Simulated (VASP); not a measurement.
# Hf (Im-3m) in VASP: further runs

Runs on Hf. Level: PBEsol. Tasks: single point.

All numbers are computed with VASP 6.6.1; they aren't measurements. Logs are shortened: lines on timing, memory, paths and dates and some standing lists are left out, and cuts for length are marked.

## Step 1: The cell of the first run

It takes space group Im-3m (No. 229, cubic). The conventional cell has a = 2.946 Å, b = 2.946 Å, c = 2.946 Å, α = 90.00°, β = 90.00°, γ = 90.00°. Hf (site symmetry m-3m) has 14 Hf at 2.55 to 2.95 Å within 3.4 Å.

## Step 2: Single point, PBEsol

INCAR reads:

```
SYSTEM = Hf
  PREC = Accurate
  ENCUT = 520
  EDIFF = 1E-7
  ISMEAR = -1
  SIGMA = 0.08
  LREAL = .FALSE.
  LASPH = .TRUE.
  NELM = 100
  ALGO = Normal
  ISIF = 2
  LWAVE = .FALSE.
  LCHARG = .FALSE.
  GGA = PS
  NBANDS = 11
```

KPOINTS reads:

```
regular mesh
0
G
  15 15 15
  0 0 0
```

POSCAR reads:

```
Hf
1.0
   -1.4728773541      1.4728773541      1.4728773541
    1.4728773541     -1.4728773541      1.4728773541
    1.4728773541      1.4728773541     -1.4728773541
Hf
1
Direct
    0.0000000000      0.0000000000      0.0000000000
```

Potentials or basis: VASP PAW PBE potentials, release 64 (Hf_pv).

The run is started by

```bash
> cat potpaw_PBE.64/Hf_pv/POTCAR > POTCAR
> mpirun -np 1 vasp_std > vasp.out
```

OUTCAR:

```text
SYSTEM = Hf
   PREC = Accurate
   ENCUT = 520
   EDIFF = 1E-7
   ISMEAR = -1
   LREAL = .FALSE.
   LASPH = .TRUE.
   NELM = 100
   ISIF = 2
   GGA = PS

 ion  position               nearest neighbor table
   1  0.000  0.000  0.000-

  LATTYP: Found a body centered cubic cell.
 ALAT       =     2.9457547082

  Lattice vectors:

 A1 = (  -1.4728773541,   1.4728773541,   1.4728773541)
 A2 = (   1.4728773541,  -1.4728773541,   1.4728773541)
 A3 = (   1.4728773541,   1.4728773541,  -1.4728773541)

Analysis of symmetry for initial positions (statically):
=====================================================================
 Subroutine PRICEL returns:
 Original cell was already a primitive cell.

 Routine SETGRP: Setting up the symmetry group for a
 body centered cubic supercell.

 Subroutine GETGRP returns: Found 48 space group operations
 (whereof 48 operations were pure point group operations)
 out of a pool of 48 trial point group operations.

The static configuration has the point symmetry O_h .

Analysis of symmetry for dynamics (positions and initial velocities):
=====================================================================
 Subroutine PRICEL returns:
 Original cell was already a primitive cell.

 Routine SETGRP: Setting up the symmetry group for a
 body centered cubic supercell.

 Subroutine GETGRP returns: Found 48 space group operations
 (whereof 48 operations were pure point group operations)
 out of a pool of 48 trial point group operations.

The dynamic configuration has the point symmetry O_h .

 Subroutine INISYM returns: Found 48 space group operations
 (whereof 48 operations are pure point group operations),
 and found     1 'primitive' translations

----------------------------------------------------------------------------------------

                                     Primitive cell

  volume of cell :      12.7809

  direct lattice vectors                    reciprocal lattice vectors
    -1.472877354  1.472877354  1.472877354     0.000000000  0.339471578  0.339471578
     1.472877354 -1.472877354  1.472877354     0.339471578  0.000000000  0.339471578
     1.472877354  1.472877354 -1.472877354     0.339471578  0.339471578  0.000000000

  length of vectors
     2.551098411  2.551098411  2.551098411     0.480085310  0.480085310  0.480085310

  position of ions in fractional coordinates (direct lattice)
     0.000000000  0.000000000  0.000000000

  ion indices of the primitive-cell ions
   primitive index   ion index
                 1           1

----------------------------------------------------------------------------------------

 KPOINTS: regular mesh

Automatic generation of k-mesh.
 Grid dimensions read from file:
 generate k-points for:   15   15   15

 Generating k-lattice:

  Cartesian coordinates                     Fractional coordinates (reciprocal lattice)
     0.000000000  0.022631439  0.022631439     0.066666667  0.000000000  0.000000000
     0.022631439  0.000000000  0.022631439     0.000000000  0.066666667  0.000000000
     0.022631439  0.022631439  0.000000000     0.000000000  0.000000000  0.066666667

  Length of vectors
     0.032005687  0.032005687  0.032005687

  Shift w.r.t. Gamma in fractional coordinates (k-lattice)
     0.000000000  0.000000000  0.000000000

 Subroutine IBZKPT returns following result:
 ===========================================

 Found    120 irreducible k-points:

 Following reciprocal coordinates:
            Coordinates               Weight
  0.000000  0.000000  0.000000      1.000000
  0.066667  0.000000  0.000000     12.000000
  0.133333  0.000000  0.000000     12.000000
  0.200000  0.000000  0.000000     12.000000
  0.266667  0.000000  0.000000     12.000000
  0.333333  0.000000  0.000000     12.000000
[... 16 lines left out ...]
  0.333333  0.200000  0.000000     48.000000
  0.400000  0.200000  0.000000     24.000000
 [... further k-points ...]
   k-points           NKPTS =    120   k-points in BZ     NKDIM =    120   number of bands    NBANDS=     11
   number of dos      NEDOS =    301   number of ions     NIONS =      1
   total plane-waves  NPLWV =   8000
   dimension x,y,z NGX =    20 NGY =   20 NGZ =   20
   dimension x,y,z NGXF=    40 NGYF=   40 NGZF=   40
   ions per type =               1
   NGX,Y,Z   is equivalent  to a cutoff of  13.03, 13.03, 13.03 a.u.
   NGXF,Y,Z  is equivalent  to a cutoff of  26.07, 26.07, 26.07 a.u.
 SYSTEM =  Hf
   PREC   = accura    normal or accurate (medium, high low for compatibility)
   ISTART =      0    job   : 0-new  1-cont  2-samecut
   ICHARG =      2    charge: 1-file 2-atom 10-const
   ISPIN  =      1    spin polarized calculation?
   LNONCOLLINEAR =      F non collinear calculations
   LSORBIT =      F    spin-orbit coupling
   LASPH  =      T    aspherical Exc in radial PAW
   ENCUT  =  520.0 eV  38.22 Ry    6.18 a.u.   4.74  4.74  4.74*2*pi/ulx,y,z
   NELM   =    100;   NELMIN=  2; NELMDL= -5     # of ELM steps
   EDIFF  = 0.1E-06   stopping-criterion for ELM
   LREAL  =      F    real-space projection
   EDIFFG = 0.1E-05   stopping-criterion for IOM
   NSW    =      0    number of steps for IOM
   IBRION =     -1    ionic relax: 0-MD 1-quasi-New 2-CG
   NFREE  =      0    steps in history (QN), initial steepest desc. (CG)
   ISIF   =      2    stress and relaxation
   ISYM   =      2    0-nonsym 1-usesym 2-fastsym
   POTIM  = 0.5000    time-step for ionic-motion
   TEBEG  =    0.0;   TEEND  =   0.0 temperature during run
   PSTRESS=    0.0 pullay stress
   NELECT =      10.0000    total number of electrons
   NUPDOWN=      -1.0000    fix difference up-down
   EMIN   =  10.00;   EMAX   =-10.00  energy-range for DOS
   EFERMI =   0.00;   METHOD = LEGACY
   ISMEAR =    -1;   SIGMA  =   0.08  broadening in eV -4-tet -1-fermi 0-gaus
   EFERMI_NEDOS =   21; number of points for ismear=-14 and -15
   IALGO  =     38    algorithm
   IMIX   =      4    mixing-type and parameters
     AMIX     =   0.40;   BMIX     =  1.00
     AMIX_MAG =   1.60;   BMIX_MAG =  1.00
  volume/ion in A,a.u.               =      12.78        86.25
  Fermi-wavevector in a.u.,A,eV,Ry     =   1.508533  2.850715 30.962409  2.275673
  Thomas-Fermi vector in A             =   2.618975
   LORBIT       =      0    0 simple, 1 ext, 2 COOP (PROOUT), +10 PAW based schemes
   GGA     = PS    functional components
   LHFCALC =     F    Hartree Fock is set to
   AEXX    =    0.0000 exact exchange contribution
   IVDW    =     0    specifies the selected vdW correction
   LEPSILON=     F    determine dielectric tensor
   LRPA    =     F    only Hartree local field effects (RPA)
 non-spin polarized calculation
  energy-cutoff  :      520.00
  volume of cell :       12.78
 maximum number of plane-waves:       370
   NGX =  9   NGY =  9   NGZ =  9

 number of electron      10.0000000 magnetization

 Free energy of the ion-electron system (eV)
  ---------------------------------------------------
  ext. energy  EPLUGINS =         0.00000000
  ---------------------------------------------------
  free energy    TOTEN  =        -8.06313942 eV

  energy without entropy =       -8.04968170  energy(sigma->0) =       -8.05641056

 E-fermi :   8.8723     XC(G=0): -14.2310

 val. band max:        8.8647346824   @ k =   0.2667   0.2667   0.1333
 cond. band min:       8.8754749679   @ k =   0.2000   0.0000   0.0000
 fundamental gap:      0.0107402854
 Fermi energy:         8.8722501399

 k-point     1 :       0.0000    0.0000    0.0000
  band No.  band energies     occupation
      1     -18.6458      2.00000
      2     -18.6458      2.00000
      3     -18.6458      2.00000
      4       0.8566      2.00000
      5      10.5394      0.00000
      6      10.5394      0.00000
      7      10.5394      0.00000
      8      15.2734      0.00000
      9      15.2734      0.00000
     10      23.7900      0.00000
     11      25.2557      0.00000

 k-point     2 :       0.0667    0.0000    0.0000
  band No.  band energies     occupation
      1     -18.8790      2.00000
      2     -18.7072      2.00000
      3     -18.6498      2.00000
      4       1.2145      2.00000
      5      10.2951      0.00000
      6      10.4646      0.00000
      7      10.8732      0.00000
      8      14.8169      0.00000
      9      15.2461      0.00000
     10      23.7898      0.00000
     11      25.6111      0.00000

 k-point     3 :       0.1333    0.0000    0.0000
  band No.  band energies     occupation
      1     -19.5033      2.00000
      2     -18.8772      2.00000
      3     -18.6613      2.00000
      4       2.1581      2.00000
      5       9.6690      0.00009
      6      10.1404      0.00000
      7      11.8550      0.00000
      8      14.1954      0.00000
      9      15.2176      0.00000
     10      23.7888      0.00000
     11      26.5377      0.00000

 k-point     4 :       0.2000    0.0000    0.0000
  band No.  band energies     occupation
      1     -20.3456      2.00000
      2     -19.1189      2.00000
      3     -18.6785      2.00000
      4       3.2904      2.00000
      5       8.8755      0.97985
      6       9.6855      0.00008
      7      13.4297      0.00000
      8      14.2136      0.00000
      9      15.2973      0.00000
     10      23.7866      0.00000
     11      27.4913      0.00000

 k-point     5 :       0.2667    0.0000    0.0000
  band No.  band energies     occupation
      1     -21.2255      2.00000
      2     -19.3845      2.00000
      3     -18.6987      2.00000
      4       3.9602      2.00000
      5       8.0948      1.99988
      6       9.8677      0.00001
      7      14.7881      0.00000
      8      15.5105      0.00000
      9      15.5741      0.00000
     10      23.7825      0.00000
     11      27.2452      0.00000

 k-point     6 :       0.3333    0.0000    0.0000
  band No.  band energies     occupation
      1     -21.9995      2.00000
      2     -19.6279      2.00000
      3     -18.7184      2.00000
      4       3.8803      2.00000
      5       7.4405      2.00000
      6      11.0702      0.00000
      7      15.5471      0.00000
      8      16.0798      0.00000
      9      17.9678      0.00000
     10      23.7757      0.00000
     11      25.6500      0.00000

 k-point     7 :       0.4000    0.0000    0.0000
  band No.  band energies     occupation
      1     -22.5673      2.00000
      2     -19.8113      2.00000
      3     -18.7341      2.00000
      4       3.5213      2.00000
      5       6.9769      2.00000
      6      12.7305      0.00000
      7      16.0455      0.00000
      8      16.7549      0.00000
      9      20.5514      0.00000
     10      23.7667      0.00000
     11      23.8823      0.00000

 k-point     8 :       0.4667    0.0000    0.0000
  band No.  band energies     occupation
      1     -22.8663      2.00000
      2     -19.9095      2.00000
      3     -18.7428      2.00000
      4       3.2732      2.00000
      5       6.7378      2.00000
      6      14.1707      0.00000
      7      15.9300      0.00000
      8      17.3427      0.00000
      9      22.5783      0.00000
     10      22.6841      0.00000
     11      23.7606      0.00000
[... 141 lines left out ...]
 k-point    19 :       0.3333    0.1333    0.0000
  band No.  band energies     occupation
      1     -22.4269      2.00000
      2     -20.0884      2.00000
      3     -18.9812      2.00000
      4       4.4719      2.00000
      5       7.2770      2.00000
      6      11.2722      0.00000
      7      15.2092      0.00000
      8      17.5545      0.00000
      9      21.6606      0.00000
     10      23.7615      0.00000
     11      25.4849      0.00000

 k-point    20 :       0.4000    0.1333    0.0000
  band No.  band energies     occupation
      1     -22.6638      2.00000
      2     -20.2265      2.00000
      3     -18.9953      2.00000
      4       4.2265      2.00000
      5       7.1134      2.00000
      6      12.3333      0.00000
      7      15.2537      0.00000
      8      18.1395      0.00000
      9      23.4589      0.00000
     10      23.7514      0.00000
     11      24.8489      0.00000

 k-point    21 :       0.2000    0.2000    0.0000
  band No.  band energies     occupation
      1     -21.8316      2.00000
      2     -19.8798      2.00000
      3     -19.0242      2.00000
      4       5.3959      2.00000
      5       7.6972      2.00000
      6       9.1723      0.04593
      7      14.0492      0.00000
      8      17.3310      0.00000
      9      19.3061      0.00000
     10      23.7732      0.00000
     11      27.2727      0.00000

 k-point    22 :       0.2667    0.2000    0.0000
  band No.  band energies     occupation
      1     -22.1710      2.00000
      2     -20.2772      2.00000
      3     -19.0876      2.00000
      4       5.3843      2.00000
      5       7.5331      2.00000
      6       9.9711      0.00000
      7      14.6773      0.00000
      8      17.4832      0.00000
      9      21.7233      0.00000
     10      23.7627      0.00000
     11      26.8078      0.00000

 k-point    23 :       0.3333    0.2000    0.0000
  band No.  band energies     occupation
      1     -22.3737      2.00000
      2     -20.5724      2.00000
      3     -19.1220      2.00000
      4       5.1566      2.00000
      5       7.5041      2.00000
      6      10.8131      0.00000
      7      15.1958      0.00000
      8      17.7399      0.00000
      9      23.7071      0.00000
     10      23.8286      0.00000
     11      26.4284      0.00000

 k-point    24 :       0.4000    0.2000    0.0000
  band No.  band energies     occupation
      1     -22.4402      2.00000
      2     -20.6811      2.00000
      3     -19.1331      2.00000
      4       5.0528      2.00000
      5       7.5016      2.00000
      6      11.1745      0.00000
      7      15.2461      0.00000
      8      18.1262      0.00000
      9      23.7094      0.00000
     10      25.1313      0.00000
     11      25.5362      0.00000

 [... further k-points ...]
[... 5 lines left out ...]
  --------------------------------------------------------------------------------------
  -------------------------------------------------------------------------------------
  Total       10.2507088     10.2507088     10.2507088      0.0000000     -0.0000000      0.0000000
  in kB     1285.0047436   1285.0047436   1285.0047436      0.0000000     -0.0000000      0.0000000
  external PRESSURE =    1285.0047436 kB  Pullay stress =       0.0000000 kB

 VOLUME and BASIS-vectors are now :
 -----------------------------------------------------------------------------
  energy-cutoff  :      520.00
  volume of cell :       12.78
      direct lattice vectors                 reciprocal lattice vectors
    -1.472877354  1.472877354  1.472877354     0.000000000  0.339471578  0.339471578
     1.472877354 -1.472877354  1.472877354     0.339471578  0.000000000  0.339471578
     1.472877354  1.472877354 -1.472877354     0.339471578  0.339471578  0.000000000

 POSITION                                       TOTAL-FORCE (eV/Angst)
 -----------------------------------------------------------------------------------
      0.00000      0.00000      0.00000         0.000000     -0.000000      0.000000
 -----------------------------------------------------------------------------------
    total drift:                                0.000000     -0.000000     -0.000000

  FREE ENERGIE OF THE ION-ELECTRON SYSTEM (eV)
  ---------------------------------------------------
  free  energy   TOTEN  =        -8.0631394204 eV

  energy  without entropy=       -8.0496816961  energy(sigma->0) =       -8.05641056
```

Run time: 13 s. Hardware: 1 thread of AMD EPYC 7R13 (Zen 3), shared host; peak memory 0.11 GiB.

What came out:

```
Free energy            : -8.0631 eV
Pressure               : 128.5 GPa
Band gap on the k mesh : zero (band 5 reaches 10.54 eV, above the bottom of band 6 at 7.68 eV)
```

Caveat: the PAW data sets were made with another functional, which shifts forces and pressure a little; spin-orbit coupling is left out, which moves the levels of the heavy elements.

[end of part 1 of 3]
